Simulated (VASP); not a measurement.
# Te (Fd-3m) in VASP: notebook

Runs on Te. Level: RPBE. Tasks: single point.

Everything below comes from runs of VASP 6.6.1. Logs are shortened: lines on timing, memory, paths and dates and some standing lists are left out, and cuts for length are marked.

## (1) The cell of the first run

Symmetry: Fd-3m, No. 227, cubic system. Conventional cell: a = 7.372 Å, b = 7.372 Å, c = 7.372 Å, α = 90.00°, β = 90.00°, γ = 90.00°. Te (site symmetry -43m) has 4 Te at 3.19 Å within 4.2 Å.

This isn't the form of Te at room conditions, which is trigonal, of chains.

## (2) Single point, RPBE (50.08 Å³/atom)

Input file INCAR:

```
ALGO     = Normal         # electronic algorithm
EDIFF    = 1E-6           # SCF threshold, eV
ENCUT    = 520            # plane-wave cutoff, eV
GGA      = RP             # functional
ISIF     = 2              # what is computed and relaxed
ISMEAR   = -1             # smearing method
LASPH    = T              # aspherical terms in the spheres
LCHARG   = T              # write CHGCAR
LELF     = T              # ELF
LREAL    = F              # projectors in reciprocal space
LVHAR    = T            
LWAVE    = F              # write WAVECAR
NBANDS   = 13             # bands
NELM     = 100            # most SCF steps
PREC     = Accurate       # precision mode
SIGMA    = 0.1            # smearing width, eV
```

Input file KPOINTS:

```
k-points
0
Gamma
  9 9 9
```

Input file POSCAR:

```
Te
1.0
    0.0000000000      3.6860096081      3.6860096081
    3.6860096081      0.0000000000      3.6860096081
    3.6860096081      3.6860096081      0.0000000000
Te
2
Direct
    0.1250000000      0.1250000000      0.1250000000
    0.8750000000      0.8750000000      0.8750000000
```

Potentials or basis: VASP PAW PBE potentials, release 64 (Te).

The run is started by

```sh
$ cat potpaw_PBE.64/Te/POTCAR > POTCAR
$ mpirun -np 1 vasp_std > vasp.out
```

OUTCAR:

```text
EDIFF = 1E-6
   ENCUT = 520
   GGA = RP
   ISIF = 2
   ISMEAR = -1
   LASPH = T
   LREAL = F
   NELM = 100
   PREC = Accurate

 ion  position               nearest neighbor table
   1  0.125  0.125  0.125-   2 3.19   2 3.19   2 3.19   2 3.19
   2  0.875  0.875  0.875-   1 3.19   1 3.19   1 3.19   1 3.19

  LATTYP: Found a face centered cubic cell.
 ALAT       =     7.3720192162

  Lattice vectors:

 A1 = (   0.0000000000,   3.6860096081,   3.6860096081)
 A2 = (   3.6860096081,   0.0000000000,   3.6860096081)
 A3 = (   3.6860096081,   3.6860096081,   0.0000000000)

Analysis of symmetry for initial positions (statically):
=====================================================================
 Subroutine PRICEL returns:
 Original cell was already a primitive cell.

 Routine SETGRP: Setting up the symmetry group for a
 face centered cubic supercell.

 Subroutine GETGRP returns: Found 48 space group operations
 (whereof 12 operations were pure point group operations)
 out of a pool of 48 trial point group operations.

The static configuration has the point symmetry D_3d.
 The point group associated with its full space group is O_h .

Analysis of symmetry for dynamics (positions and initial velocities):
=====================================================================
 Subroutine PRICEL returns:
 Original cell was already a primitive cell.

 Routine SETGRP: Setting up the symmetry group for a
 face centered cubic supercell.

 Subroutine GETGRP returns: Found 48 space group operations
 (whereof 12 operations were pure point group operations)
 out of a pool of 48 trial point group operations.

The dynamic configuration has the point symmetry D_3d.
 The point group associated with its full space group is O_h .

 Subroutine INISYM returns: Found 48 space group operations
 (whereof 12 operations are pure point group operations),
 and found     1 'primitive' translations

----------------------------------------------------------------------------------------

                                     Primitive cell

  volume of cell :     100.1612

  direct lattice vectors                    reciprocal lattice vectors
     0.000000000  3.686009608  3.686009608    -0.135648046  0.135648046  0.135648046
     3.686009608  0.000000000  3.686009608     0.135648046 -0.135648046  0.135648046
     3.686009608  3.686009608  0.000000000     0.135648046  0.135648046 -0.135648046

  length of vectors
     5.212804779  5.212804779  5.212804779     0.234949307  0.234949307  0.234949307

  position of ions in fractional coordinates (direct lattice)
     0.125000000  0.125000000  0.125000000
     0.875000000  0.875000000  0.875000000

  ion indices of the primitive-cell ions
   primitive index   ion index
                 1           1
                 2           2

----------------------------------------------------------------------------------------

 KPOINTS: k-points

Automatic generation of k-mesh.
 Grid dimensions read from file:
 generate k-points for:    9    9    9

 Generating k-lattice:

  Cartesian coordinates                     Fractional coordinates (reciprocal lattice)
    -0.015072005  0.015072005  0.015072005     0.111111111  0.000000000  0.000000000
     0.015072005 -0.015072005  0.015072005     0.000000000  0.111111111  0.000000000
     0.015072005  0.015072005 -0.015072005     0.000000000  0.000000000  0.111111111

  Length of vectors
     0.026105479  0.026105479  0.026105479

  Shift w.r.t. Gamma in fractional coordinates (k-lattice)
     0.000000000  0.000000000  0.000000000

 Subroutine IBZKPT returns following result:
 ===========================================

 Found     35 irreducible k-points:

 Following reciprocal coordinates:
            Coordinates               Weight
  0.000000  0.000000  0.000000      1.000000
  0.111111  0.000000  0.000000      8.000000
  0.222222  0.000000  0.000000      8.000000
  0.333333  0.000000  0.000000      8.000000
  0.444444  0.000000  0.000000      8.000000
  0.111111  0.111111  0.000000      6.000000
[... 16 lines left out ...]
 -0.333333  0.333333  0.000000     12.000000
  0.444444  0.444444  0.000000      6.000000
 [... further k-points ...]
   k-points           NKPTS =     35   k-points in BZ     NKDIM =     35   number of bands    NBANDS=     13
   number of dos      NEDOS =    301   number of ions     NIONS =      2
   total plane-waves  NPLWV =  64000
   dimension x,y,z NGX =    40 NGY =   40 NGZ =   40
   dimension x,y,z NGXF=    80 NGYF=   80 NGZF=   80
   ions per type =               2
   NGX,Y,Z   is equivalent  to a cutoff of  12.76, 12.76, 12.76 a.u.
   NGXF,Y,Z  is equivalent  to a cutoff of  25.51, 25.51, 25.51 a.u.
 SYSTEM =  unknown system
   PREC   = accura    normal or accurate (medium, high low for compatibility)
   ISTART =      0    job   : 0-new  1-cont  2-samecut
   ICHARG =      2    charge: 1-file 2-atom 10-const
   ISPIN  =      1    spin polarized calculation?
   LNONCOLLINEAR =      F non collinear calculations
   LSORBIT =      F    spin-orbit coupling
   LASPH  =      T    aspherical Exc in radial PAW
   ENCUT  =  520.0 eV  38.22 Ry    6.18 a.u.   9.69  9.69  9.69*2*pi/ulx,y,z
   NELM   =    100;   NELMIN=  2; NELMDL= -5     # of ELM steps
   EDIFF  = 0.1E-05   stopping-criterion for ELM
   LREAL  =      F    real-space projection
   EDIFFG = 0.1E-04   stopping-criterion for IOM
   NSW    =      0    number of steps for IOM
   IBRION =     -1    ionic relax: 0-MD 1-quasi-New 2-CG
   NFREE  =      0    steps in history (QN), initial steepest desc. (CG)
   ISIF   =      2    stress and relaxation
   ISYM   =      2    0-nonsym 1-usesym 2-fastsym
   POTIM  = 0.5000    time-step for ionic-motion
   TEBEG  =    0.0;   TEEND  =   0.0 temperature during run
   PSTRESS=    0.0 pullay stress
   NELECT =      12.0000    total number of electrons
   NUPDOWN=      -1.0000    fix difference up-down
   EMIN   =  10.00;   EMAX   =-10.00  energy-range for DOS
   EFERMI =   0.00;   METHOD = LEGACY
   ISMEAR =    -1;   SIGMA  =   0.10  broadening in eV -4-tet -1-fermi 0-gaus
   EFERMI_NEDOS =   21; number of points for ismear=-14 and -15
   IALGO  =     38    algorithm
   IMIX   =      4    mixing-type and parameters
     AMIX     =   0.40;   BMIX     =  1.00
     AMIX_MAG =   1.60;   BMIX_MAG =  1.00
  volume/ion in A,a.u.               =      50.08       337.96
  Fermi-wavevector in a.u.,A,eV,Ry     =   0.807053  1.525109  8.861947  0.651335
  Thomas-Fermi vector in A             =   1.915601
   LORBIT       =      0    0 simple, 1 ext, 2 COOP (PROOUT), +10 PAW based schemes
   GGA     = RP    functional components
   LHFCALC =     F    Hartree Fock is set to
   AEXX    =    0.0000 exact exchange contribution
   IVDW    =     0    specifies the selected vdW correction
   LEPSILON=     F    determine dielectric tensor
   LRPA    =     F    only Hartree local field effects (RPA)
 non-spin polarized calculation
  energy-cutoff  :      520.00
  volume of cell :      100.16
 maximum number of plane-waves:      2733
   NGX = 19   NGY = 19   NGZ = 19

 number of electron      11.9999999 magnetization

 Free energy of the ion-electron system (eV)
  ---------------------------------------------------
  ext. energy  EPLUGINS =         0.00000000
  ---------------------------------------------------
  free energy    TOTEN  =        -4.89224084 eV

  energy without entropy =       -4.82232310  energy(sigma->0) =       -4.85728197

 E-fermi :   2.6697     XC(G=0):  -6.9926

 val. band max:        2.6560960920   @ k =  -0.1111   0.1111   0.0000
 cond. band min:       2.6783351378   @ k =  -0.3333   0.2222   0.0000
 fundamental gap:      0.0222390458
 Fermi energy:         2.6696795453

 k-point     1 :       0.0000    0.0000    0.0000
  band No.  band energies     occupation
      1      -9.7955      2.00000
      2      -6.1759      2.00000
      3      -0.0691      2.00000
      4      -0.0691      2.00000
      5      -0.0691      2.00000
      6       2.1013      1.99322
      7       2.1013      1.99322
      8       2.1013      1.99322
      9       6.7606      0.00000
     10       8.7423      0.00000
     11       8.7423      0.00000
     12      10.3188      0.00000
     13      10.3188      0.00000

 k-point     2 :       0.1111    0.0000    0.0000
  band No.  band energies     occupation
      1      -9.7373      2.00000
      2      -6.3100      2.00000
      3      -0.1494      2.00000
      4      -0.1494      2.00000
      5      -0.1034      2.00000
      6       2.2242      1.97702
      7       2.2242      1.97702
      8       2.2326      1.97504
      9       7.0393      0.00000
     10       8.5472      0.00000
     11       8.5472      0.00000
     12      10.1327      0.00000
     13      10.7954      0.00000

 k-point     3 :       0.2222    0.0000    0.0000
  band No.  band energies     occupation
      1      -9.5722      2.00000
      2      -6.6560      2.00000
      3      -0.3227      2.00000
      4      -0.3227      2.00000
      5      -0.2193      2.00000
      6       2.5003      1.68943
      7       2.5003      1.68943
      8       2.6545      1.07586
      9       7.6613      0.00000
     10       8.3702      0.00000
     11       8.3702      0.00000
     12       9.9409      0.00000
     13      11.7450      0.00000
[... 305 lines left out ...]
 k-point    23 :      -0.3333    0.3333    0.0000
  band No.  band energies     occupation
      1      -8.7339      2.00000
      2      -7.9102      2.00000
      3      -1.4280      2.00000
      4      -0.8731      2.00000
      5       0.8512      2.00000
      6       2.4253      1.84020
      7       3.6057      0.00017
      8       3.8953      0.00001
      9       7.3219      0.00000
     10       8.6406      0.00000
     11       8.8418      0.00000
     12      11.3680      0.00000
     13      11.9446      0.00000

 k-point    24 :       0.4444    0.4444    0.0000
  band No.  band energies     occupation
      1      -8.6228      2.00000
      2      -8.0403      2.00000
      3      -1.1185      2.00000
      4      -1.1185      2.00000
      5       1.1428      2.00000
      6       1.2881      2.00000
      7       4.2515      0.00000
      8       4.2515      0.00000
      9       7.5666      0.00000
     10       8.4030      0.00000
     11      10.4293      0.00000
     12      10.4293      0.00000
     13      10.6373      0.00000

 [... further k-points ...]
[... 5 lines left out ...]
  --------------------------------------------------------------------------------------
  -------------------------------------------------------------------------------------
  Total       -0.5365165     -0.5365165     -0.5365165     -0.0000000     -0.0000000      0.0000000
  in kB       -8.5821148     -8.5821148     -8.5821148     -0.0000000     -0.0000000      0.0000000
  external PRESSURE =      -8.5821148 kB  Pullay stress =       0.0000000 kB

 VOLUME and BASIS-vectors are now :
 -----------------------------------------------------------------------------
  energy-cutoff  :      520.00
  volume of cell :      100.16
      direct lattice vectors                 reciprocal lattice vectors
     0.000000000  3.686009608  3.686009608    -0.135648046  0.135648046  0.135648046
     3.686009608  0.000000000  3.686009608     0.135648046 -0.135648046  0.135648046
     3.686009608  3.686009608  0.000000000     0.135648046  0.135648046 -0.135648046

 POSITION                                       TOTAL-FORCE (eV/Angst)
 -----------------------------------------------------------------------------------
      0.92150      0.92150      0.92150        -0.000000     -0.000000     -0.000000
      6.45052      6.45052      6.45052         0.000000      0.000000      0.000000
 -----------------------------------------------------------------------------------
    total drift:                                0.000000      0.000000     -0.000000

  FREE ENERGIE OF THE ION-ELECTRON SYSTEM (eV)
  ---------------------------------------------------
  free  energy   TOTEN  =        -4.8922408369 eV

  energy  without entropy=       -4.8223230993  energy(sigma->0) =       -4.85728197
```

It took 71 s on 1 thread of Intel Xeon 8259CL, shared host; peak memory 0.25 GiB.

What came out:

```
Free energy            : -4.8922 eV
Pressure               : -0.9 GPa
Band gap on the k mesh : zero (bands 6 and 7 overlap by 0.82 eV)
```

Caveat: the PAW data sets were made with another functional, which shifts forces and pressure a little; spin-orbit coupling is left out, which moves the levels of the heavy elements.

## (3) Single point, RPBE (52.01 Å³/atom)

This run uses another cell than the first one, of 52.01 Å³/atom.

Input file INCAR:

```
PREC     = Accurate       # precision mode
ENCUT    = 520            # plane-wave cutoff, eV
EDIFF    = 1E-6           # SCF threshold, eV
ISMEAR   = -1             # smearing method
SIGMA    = 0.1            # smearing width, eV
LREAL    = False          # projectors in reciprocal space
LASPH    = True           # aspherical terms in the spheres
NELM     = 60             # most SCF steps
ALGO     = Normal         # electronic algorithm
ISIF     = 2              # what is computed and relaxed
LWAVE    = False          # write WAVECAR
LCHARG   = True           # write CHGCAR
GGA      = RP             # functional
LELF     = True           # ELF
LVHAR    = True         
NBANDS   = 13             # bands
```

Input file KPOINTS:

```
Automatic mesh
0
Gamma
  9 9 9
```

Input file POSCAR:

```
Te
1.0
    0.0000000000      3.7326729113      3.7326729113
    3.7326729113      0.0000000000      3.7326729113
    3.7326729113      3.7326729113      0.0000000000
Te
2
Direct
    0.1250000000      0.1250000000      0.1250000000
    0.8750000000      0.8750000000      0.8750000000
```

Potentials or basis: VASP PAW PBE potentials, release 64 (Te).

The run is started by

```sh
$ cat potpaw_PBE.64/Te/POTCAR > POTCAR
$ mpirun -np 1 vasp_std > vasp.out
```

It took 89 s on 1 thread of Intel Xeon 8259CL, shared host; peak memory 0.25 GiB.

Results (log left out):

```
Free energy            : -4.8631 eV
Pressure               : -1.5 GPa
Band gap on the k mesh : zero (bands 6 and 7 overlap by 0.78 eV)
```

Levels at points of the mesh, in eV from the Fermi level:
```
           k point  band 3  band 4  band 5  band 6  band 7  band 8  band 9  band 10
(0.00, 0.00, 0.00)   -2.63   -2.63   -2.63   -0.52   -0.52   -0.52    4.12     6.12
```

Caveat: the PAW data sets were made with another functional, which shifts forces and pressure a little; spin-orbit coupling is left out, which moves the levels of the heavy elements.

[end of part 1 of 2]

The gap in the log of VASP goes by the Fermi energy; the results here count the filled bands.